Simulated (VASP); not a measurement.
# AlN (Cm) in VASP: further runs, part 2 of 2

VASP 6.6.1.

## Step 4: Single point, PBE

Input file INCAR:

```
PREC     = Accurate       # precision mode
ENCUT    = 520            # plane-wave cutoff, eV
EDIFF    = 1E-6           # SCF threshold, eV
ISMEAR   = 0              # smearing method
SIGMA    = 0.05           # smearing width, eV
LREAL    = F              # projectors in reciprocal space
LASPH    = T              # aspherical terms in the spheres
NELM     = 100            # most SCF steps
ALGO     = Normal         # electronic algorithm
ISIF     = 2              # what is computed and relaxed
LWAVE    = F              # write WAVECAR
LCHARG   = F              # write CHGCAR
GGA      = PE             # functional
NBANDS   = 16             # bands
```

Input file KPOINTS:

```
Automatic mesh
0
Gamma
  9 9 6
```

Input file POSCAR:

```
AlN
1.0
    3.1110021516      0.0000000000      0.0000000000
   -1.5555010758      2.6942068945      0.0000000000
    0.0000000000      0.0000000000      4.9780000000
Al N
2 2
Direct
    0.3333333333      0.6666666667      0.0000000000
    0.6666666667      0.3333333333      0.5000000000
    0.2626055240      0.6313027620      0.3972005471
    0.5959388574      0.2979694287      0.8972005471
```

Potentials or basis: VASP PAW PBE potentials, release 64 (Al, N).

Started as:

```
> cat potpaw_PBE.64/Al/POTCAR potpaw_PBE.64/N/POTCAR > POTCAR
> mpirun -np 1 vasp_std > vasp.out
```

OUTCAR:

```text
PREC = Accurate
   ENCUT = 520
   EDIFF = 1E-6
   ISMEAR = 0
   LREAL = F
   LASPH = T
   NELM = 100
   ISIF = 2
   GGA = PE

 ion  position               nearest neighbor table
   1  0.333  0.667  0.000-   4 1.78   4 1.78   3 1.99   4 2.05   2 3.07   2 3.07   2 3.07   2 3.07
                             2 3.07   2 3.07
   2  0.667  0.333  0.500-   3 1.69   3 1.97   3 1.97   4 1.99   1 3.07   1 3.07   1 3.07   1 3.07
                             1 3.07   1 3.07
   3  0.263  0.631  0.397-   2 1.69   2 1.97   2 1.97   1 1.99
   4  0.596  0.298  0.897-   1 1.78   1 1.78   2 1.99   1 2.05

  LATTYP: Found a hexagonal cell.
 ALAT       =     3.1110021516
 C/A-ratio  =     1.6001274694

  Lattice vectors:

 A1 = (   3.1110021516,   0.0000000000,   0.0000000000)
 A2 = (  -1.5555010758,   2.6942068945,   0.0000000000)
 A3 = (   0.0000000000,   0.0000000000,   4.9780000000)

Analysis of symmetry for initial positions (statically):
=====================================================================
 Subroutine PRICEL returns:
 Original cell was already a primitive cell.

 Routine SETGRP: Setting up the symmetry group for a
 hexagonal supercell.

 Subroutine GETGRP returns: Found  2 space group operations
 (whereof  2 operations were pure point group operations)
 out of a pool of 24 trial point group operations.

The static configuration has the point symmetry C_1h.

Analysis of symmetry for dynamics (positions and initial velocities):
=====================================================================
 Subroutine PRICEL returns:
 Original cell was already a primitive cell.

 Routine SETGRP: Setting up the symmetry group for a
 hexagonal supercell.

 Subroutine GETGRP returns: Found  2 space group operations
 (whereof  2 operations were pure point group operations)
 out of a pool of 24 trial point group operations.

The dynamic configuration has the point symmetry C_1h.

 Subroutine INISYM returns: Found  2 space group operations
 (whereof  2 operations are pure point group operations),
 and found     1 'primitive' translations

----------------------------------------------------------------------------------------

                                     Primitive cell

  volume of cell :      41.7240

  direct lattice vectors                    reciprocal lattice vectors
     3.111002152  0.000000000  0.000000000     0.321439829  0.185583372  0.000000000
    -1.555501076  2.694206895  0.000000000     0.000000000  0.371166744  0.000000000
     0.000000000  0.000000000  4.978000000     0.000000000  0.000000000  0.200883889

  length of vectors
     3.111002152  3.111002152  4.978000000     0.371166744  0.371166744  0.200883889

  position of ions in fractional coordinates (direct lattice)
     0.333333333  0.666666667  0.000000000
     0.666666667  0.333333333  0.500000000
     0.262605524  0.631302762  0.397200547
     0.595938857  0.297969429  0.897200547

  ion indices of the primitive-cell ions
   primitive index   ion index
                 1           1
                 2           2
                 3           3
[... 24 lines left out ...]
 ===========================================

 Found    140 irreducible k-points:

 Following reciprocal coordinates:
            Coordinates               Weight
  0.000000  0.000000  0.000000      1.000000
  0.111111 -0.000000  0.000000      2.000000
  0.000000  0.111111  0.000000      4.000000
  0.222222 -0.000000  0.000000      2.000000
  0.000000  0.222222  0.000000      4.000000
  0.333333  0.000000  0.000000      2.000000
[... 16 lines left out ...]
 -0.222222 -0.444444  0.000000      4.000000
  0.444444  0.333333  0.000000      4.000000
 [... further k-points ...]
   k-points           NKPTS =    140   k-points in BZ     NKDIM =    140   number of bands    NBANDS=     16
   number of dos      NEDOS =    301   number of ions     NIONS =      4
   total plane-waves  NPLWV =  23040
   dimension x,y,z NGX =    24 NGY =   24 NGZ =   40
   dimension x,y,z NGXF=    48 NGYF=   48 NGZF=   80
   ions per type =               2   2
   NGX,Y,Z   is equivalent  to a cutoff of  12.83, 12.83, 13.36 a.u.
   NGXF,Y,Z  is equivalent  to a cutoff of  25.65, 25.65, 26.72 a.u.
 SYSTEM =  unknown system
   PREC   = accura    normal or accurate (medium, high low for compatibility)
   ISTART =      0    job   : 0-new  1-cont  2-samecut
   ICHARG =      2    charge: 1-file 2-atom 10-const
   ISPIN  =      1    spin polarized calculation?
   LNONCOLLINEAR =      F non collinear calculations
   LSORBIT =      F    spin-orbit coupling
   LASPH  =      T    aspherical Exc in radial PAW
   ENCUT  =  520.0 eV  38.22 Ry    6.18 a.u.   5.78  5.78  9.26*2*pi/ulx,y,z
   NELM   =    100;   NELMIN=  2; NELMDL= -5     # of ELM steps
   EDIFF  = 0.1E-05   stopping-criterion for ELM
   LREAL  =      F    real-space projection
   EDIFFG = 0.1E-04   stopping-criterion for IOM
   NSW    =      0    number of steps for IOM
   IBRION =     -1    ionic relax: 0-MD 1-quasi-New 2-CG
   NFREE  =      0    steps in history (QN), initial steepest desc. (CG)
   ISIF   =      2    stress and relaxation
   ISYM   =      2    0-nonsym 1-usesym 2-fastsym
   POTIM  = 0.5000    time-step for ionic-motion
   TEBEG  =    0.0;   TEEND  =   0.0 temperature during run
   PSTRESS=    0.0 pullay stress
   NELECT =      16.0000    total number of electrons
   NUPDOWN=      -1.0000    fix difference up-down
   EMIN   =  10.00;   EMAX   =-10.00  energy-range for DOS
   EFERMI =   0.00;   METHOD = LEGACY
   ISMEAR =     0;   SIGMA  =   0.05  broadening in eV -4-tet -1-fermi 0-gaus
   EFERMI_NEDOS =   21; number of points for ismear=-14 and -15
   IALGO  =     38    algorithm
   IMIX   =      4    mixing-type and parameters
     AMIX     =   0.40;   BMIX     =  1.00
     AMIX_MAG =   1.60;   BMIX_MAG =  1.00
  volume/ion in A,a.u.               =      10.43        70.39
  Fermi-wavevector in a.u.,A,eV,Ry     =   1.189377  2.247596 19.247033  1.414617
  Thomas-Fermi vector in A             =   2.325485
   LORBIT       =      0    0 simple, 1 ext, 2 COOP (PROOUT), +10 PAW based schemes
   GGA     = PE    functional components
   LHFCALC =     F    Hartree Fock is set to
   AEXX    =    0.0000 exact exchange contribution
   IVDW    =     0    specifies the selected vdW correction
   LEPSILON=     F    determine dielectric tensor
   LRPA    =     F    only Hartree local field effects (RPA)
 non-spin polarized calculation
 Gauss-broadening in eV      SIGMA  =   0.05
  energy-cutoff  :      520.00
  volume of cell :       41.72
 maximum number of plane-waves:      1152
   NGX = 11   NGY = 11   NGZ = 19

 number of electron      16.0000001 magnetization

 Free energy of the ion-electron system (eV)
  ---------------------------------------------------
  ext. energy  EPLUGINS =         0.00000000
  ---------------------------------------------------
  free energy    TOTEN  =       -29.04615705 eV

  energy without entropy =      -29.04615705  energy(sigma->0) =      -29.04615705

 E-fermi :   6.7243     XC(G=0): -10.9101

 val. band max:        6.4859939786   @ k =   0.0000   0.0000   0.0000
 cond. band min:      10.2919636850   @ k =   0.0000   0.0000   0.0000
 fundamental gap:      3.8059697064
 Fermi energy:         6.7242878392

 k-point     1 :       0.0000    0.0000    0.0000
  band No.  band energies     occupation
      1      -9.0497      2.00000
      2      -6.9242      2.00000
      3       0.2478      2.00000
      4       4.9711      2.00000
      5       5.0228      2.00000
      6       5.9112      2.00000
[... 433 lines left out ...]
      3       1.1261      2.00000
      4       2.1722      2.00000
      5       2.8971      2.00000
      6       3.1663      2.00000
[... 8 lines left out ...]
     15      18.6988      0.00000
     16      20.7615      0.00000

 [... further k-points ...]

------------------------ aborting loop because EDIFF is reached ----------------------------------------

  FORCE on cell =-STRESS in cart. coord.  units (eV):
  Direction    XX          YY          ZZ          XY          YZ          ZX
  --------------------------------------------------------------------------------------
  -------------------------------------------------------------------------------------
  Total        4.3006322      3.4541932     -0.1640189      0.7330377     -1.0989812     -1.9034913
  in kB      165.1416946    132.6389455     -6.2982264     28.1482065    -42.2002196    -73.0929246
  external PRESSURE =      97.1608046 kB  Pullay stress =       0.0000000 kB

 VOLUME and BASIS-vectors are now :
 -----------------------------------------------------------------------------
  energy-cutoff  :      520.00
  volume of cell :       41.72
      direct lattice vectors                 reciprocal lattice vectors
     3.111002152  0.000000000  0.000000000     0.321439829  0.185583372  0.000000000
    -1.555501076  2.694206895  0.000000000     0.000000000  0.371166744  0.000000000
     0.000000000  0.000000000  4.978000000     0.000000000  0.000000000  0.200883889

 POSITION                                       TOTAL-FORCE (eV/Angst)
 -----------------------------------------------------------------------------------
     -0.00000      1.79614      0.00000        -2.124564     -1.226617      1.236872
      1.55550      0.89807      2.48900        -4.096511     -2.365122      1.488042
     -0.16503      1.70086      1.97726         4.106104      2.370660     -1.495620
      1.39048      0.80279      4.46626         2.114971      1.221079     -1.229293
 -----------------------------------------------------------------------------------
    total drift:                                0.000685      0.000396      0.000419

  FREE ENERGIE OF THE ION-ELECTRON SYSTEM (eV)
  ---------------------------------------------------
  free  energy   TOTEN  =       -29.0461570535 eV

  energy  without entropy=      -29.0461570535  energy(sigma->0) =      -29.04615705
```

Run time: 52 s. Hardware: 1 thread of Intel Xeon Platinum 8488C (Sapphire Rapids), shared host; peak memory 0.2 GiB.

What came out:

| Quantity | Value |
| --- | --- |
| Free energy | -29.0462 eV |
| Pressure | 9.7 GPa |
| Largest force | 4.972 eV/Å |
| Band gap on the k mesh | 3.81 eV |

Forces in eV/Å, atoms in the order of the input:
```
Al  -2.125 -1.227  1.237
Al  -4.097 -2.365  1.488
N    4.106  2.371 -1.496
N    2.115  1.221 -1.229
```

Stress tensor (GPa, compression positive):
```
16.51  2.81 -7.31
 2.81 13.26 -4.22
-7.31 -4.22 -0.63
```

Caveat: the cell differs from its parent crystal (all N atoms moved +0.200 Å, as atom 3 towards its neighbour atom 2 (Al) at 1.885 Å); the cell stands under pressure; forces of over 1 eV/Å act on the atoms, so gaps and moduli don't describe the material at rest.

## Step 5: The runs side by side

| cell | gap on the mesh (eV) | pressure (GPa) | largest force (eV/Å) |
| --- | --- | --- | --- |
| as given, atomic positions A | 3.92 | 8.5 | 3.65 |
| as given, atomic positions B | 3.91 | 7.0 | 3.32 |
| as given, atomic positions C | 3.81 | 9.7 | 4.97 |

Alike in all rows: task single point; level PBE; potentials or basis VASP PAW PBE potentials, release 64 (Al, N); no spin polarisation; k mesh 9 × 9 × 6; cutoff (eV) 520; smearing gaussian 0.05 eV.

Caveats: the cell stands under pressure; forces of over 1 eV/Å act on the atoms, so gaps and moduli don't describe the material at rest; an odd mesh through Γ misses points on the zone boundary, where band edges can lie (at least some runs).

Total energies depend on the potentials used, so only differences within one code and one set of settings carry meaning.
